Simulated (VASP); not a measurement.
Runs of VASP 6.6.1 on BN. The structure is that of space group F-43m (No. 216), or close to it. The cells are those of the table. 

```tsv
task	cell	gap on the mesh (eV)	pressure (GPa)	largest force (eV/Å)
single point	a = 2.522 Å, angles 60.0°, 2 atoms	4.40	14.3	-
electric field gradients	a = 2.595 Å, angles 58.0°, 2 atoms	4.23	-1.1	0.02
single point	a = 2.531, b = 2.531, c = 2.556 Å, angles 59.7, 59.7, 60.7°, 2 atoms	4.02	5.6	-
single point	a = 2.569, b = 2.569, c = 2.556 Å, angles 60.2, 60.2, 59.7°, 2 atoms	(a)	-6.0	-
electric field gradients	a = 2.504 Å, angles 60.0°, 2 atoms	4.42	23.9	-
single point	a = 2.595, b = 2.595, c = 2.633 Å, angles 59.5, 59.5, 61.0°, 2 atoms	(b)	-22.4	-
single point	a = 2.565 Å, angles 60.0°, 2 atoms	4.34	-6.0	-
single point	a = 2.543, b = 2.543, c = 2.531 Å, angles 60.2, 60.2, 59.7°, 2 atoms	4.28	5.5	-
single point	a = 2.573 Å, angles 60.0°, 2 atoms	4.33	-9.6	-
electric field gradients	a = 2.539 Å, angles 60.0°, 2 atoms	4.38	5.6	-
single point	a = 2.518 Å, angles 62.0°, 2 atoms	4.23	-1.1	0.23
```

Alike in all rows: level PBEsol; potentials or basis VASP PAW PBE potentials, release 64 (B, N); no spin polarisation; k mesh 13 × 13 × 13; cutoff (eV) 520; smearing fermi-dirac 0.03 eV.

Q: Estimate the missing entries.

A: (a) 4.25; (b) 3.80.

Caveats: the PAW data sets were made with another functional, which shifts forces and pressure a little.

A k mesh can miss the band edges.
